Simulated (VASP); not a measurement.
Runs of VASP 6.6.1 on TePb. The structure is that of space group Fm-3m (No. 225), or close to it. The cells are those of the table. 

```tsv
cell	gap on the mesh (eV)	pressure (GPa)
a = 4.615 Å, angles 60.0°, 2 atoms	0.73	-1.6
a = 4.476 Å, angles 60.0°, 2 atoms	0.52	(b)
a = 4.523 Å, angles 60.0°, 2 atoms	0.60	(c)
a = 4.659 Å, angles 60.0°, 2 atoms	(a)	-2.6
```

Alike in all rows: task single point; level PBEsol; potentials or basis VASP PAW PBE potentials, release 64 (Te, Pb_d); no spin polarisation; k mesh 6 × 6 × 6; cutoff (eV) 520; smearing gaussian 0.01 eV.

Q: Fill in the values left out.

A: (a) 0.78; (b) 2.7; (c) 1.0.

Caveats: the PAW data sets were made with another functional, which shifts forces and pressure a little; spin-orbit coupling is left out, which moves the levels of the heavy elements.

A k mesh can miss the band edges, and the runs leave out spin-orbit coupling on Pb, Te.
